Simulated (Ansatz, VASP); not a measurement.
# One calculation of GaSbTe4, two programs

```xyz
6
Lattice="6.5756 0.0000 0.0000 -3.2878 5.6946 0.0000 0.0000 0.0000 4.9034" Properties=species:S:1:pos:R:3 pbc="T T T"
Ga    0.0000    0.0000    0.0000
Sb    0.0000    3.7964    0.0000
Te    3.2878    1.8982    0.0000
Te    4.8998    2.8289    2.4517
Te    1.6758    2.8289    2.4517
Te    3.2878    0.0368    2.4517
```

Change from the starting cell: species swapped into the LaGaNi4 type (P-6m2, No. 187).

Alike in both runs: task relaxation of cell and atoms; functional PBE; k mesh 3 × 3 × 4; occupations gaussian, width 0.1 eV; no spin polarisation.

```csv
,VASP,Ansatz
version,VASP 6.6.1,Ansatz 0.2.0
potentials or method,"VASP PAW PBE potentials, release 64 (Ga_d, Sb, Te), cutoff 600 eV","scalar-relativistic, plane waves, PAW"
valence electrons in the cell,42,92
```

```tsv
	VASP	Ansatz	Ansatz less VASP
gap on the k mesh at the Fermi level, each at its own relaxed structure (eV)	none	none	-
relaxed volume (Å³/atom)	33.61	33.61	+0.003
relaxed cell length with the largest relative difference (Å)	5.005	5.006	+0.0010
```

A gap of «none» marks a metal or a gap that the smearing closes. VASP's potentials hold 42 valence electrons a cell and Ansatz's 92, so a difference there can come from the potentials and not from the codes.

The k mesh is coarse, so the values compare programs but aren't converged. Neither program's run includes spin-orbit coupling.
